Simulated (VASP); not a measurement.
A run of VASP 6.6.1:

The input INCAR:

```
SYSTEM = C
PREC = Accurate
ENCUT = 600
EDIFF = 1E-6
ISMEAR = 0
SIGMA = 0.15
LREAL = .FALSE.
LASPH = .TRUE.
NELM = 120
ALGO = Normal
ISIF = 2
LWAVE = .FALSE.
LCHARG = .FALSE.
GGA = PE
IVDW = 12
NBANDS = 16
GGA_COMPAT = .FALSE.
```

File KPOINTS:

```
regular mesh
0
G
  24 24 2
  0 0 0
```

File POSCAR:

```
C
1.0
    2.7117946417      0.0000000000      0.0000000000
   -1.3558973208      2.3484830496      0.0000000000
    0.0000000000      0.0000000000     23.9222939139
C
4
Direct
    0.0000000000      0.0000000000      0.5711557753
    0.0000000000      0.0000000000      0.4288442247
    0.3333333333      0.6666666667      0.4288237756
    0.6666666667      0.3333333333      0.5711762244
```

Potentials or basis: VASP PAW PBE potentials, release 64 (C).

Launch:

```sh
$ cat potpaw_PBE.64/C/POTCAR > POTCAR
$ mpirun -np 1 vasp_std > vasp.out
```

Hardware: 1 thread of Oxide Virtual Turin-like Processor (shared host).

How long does it take, and how much memory?

Run time: 11 min on 1 thread of Oxide Virtual Turin-like Processor, on a shared host, peak memory 0.46 GiB. Counts: scf iterations 20, k points 122.
